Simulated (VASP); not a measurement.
Here is a VASP 6.6.1 calculation.

Contents of POSCAR:

```
Se
1.0
    4.0698684470      0.0000000000      0.0000000000
   -2.0349342235      3.5246094652      0.0000000000
    0.0000000000      0.0000000000      4.7792303450
Se
3
Direct
    0.2527527597      0.0000000000      0.3333333333
    0.0000000000      0.2527527597      0.6666666667
    0.7472472403      0.7472472403      0.0000000000
```

INCAR.step1

```
SYSTEM = Se
ALGO = Normal
EDIFF = 1E-4
ENCUT = 520
GGA = PE
ISMEAR = 0
LASPH = .True.
LCHARG = .False.
LREAL = .False.
LWAVE = .True.
NBANDS = 16
NELM = 60
PREC = Accurate
SIGMA = 0.01
```

Contents of INCAR.step2:

```
SYSTEM = Se
ALGO = Normal
EDIFF = 1E-6
ENCUT = 520
ISIF = 2
ISMEAR = 0
ISTART = 1
LASPH = .True.
LCHARG = .True.
LELF = .True.
LMIXTAU = .True.
LREAL = .False.
LVHAR = .True.
LWAVE = .False.
METAGGA = R2SCAN
NBANDS = 16
NELM = 60
PREC = Accurate
SIGMA = 0.01
```

The input KPOINTS:

```
k-points
0
Gamma
  12 12 6
  0 0 0
```

Potentials or basis: VASP PAW PBE potentials, release 64 (Se).

Run with:

```bash
$ cat potpaw_PBE.64/Se/POTCAR > POTCAR
$ cp INCAR.step1 INCAR
$ mpirun -np 1 vasp_std > vasp.out
$ cp INCAR.step2 INCAR
$ mpirun -np 1 vasp_std > vasp.out
```

Task: Predict the band gap on the k mesh.

Result: 0.52 eV (least direct gap 1.43 eV).

Task: What does it give for the largest force?

Result: 0.034 eV/Å.

Task: Estimate the pressure.

Result: 7.2 GPa.

Forces on the atoms (eV/Å):
```
Se  -0.034  0.000  0.000
Se   0.017 -0.029  0.000
Se   0.017  0.029  0.000
```

Caveat: the cell differs from its parent crystal (strain -5.2%); the cell stands under pressure; the PAW data sets were made with another functional, which shifts forces and pressure a little. A k mesh can miss the band edges.
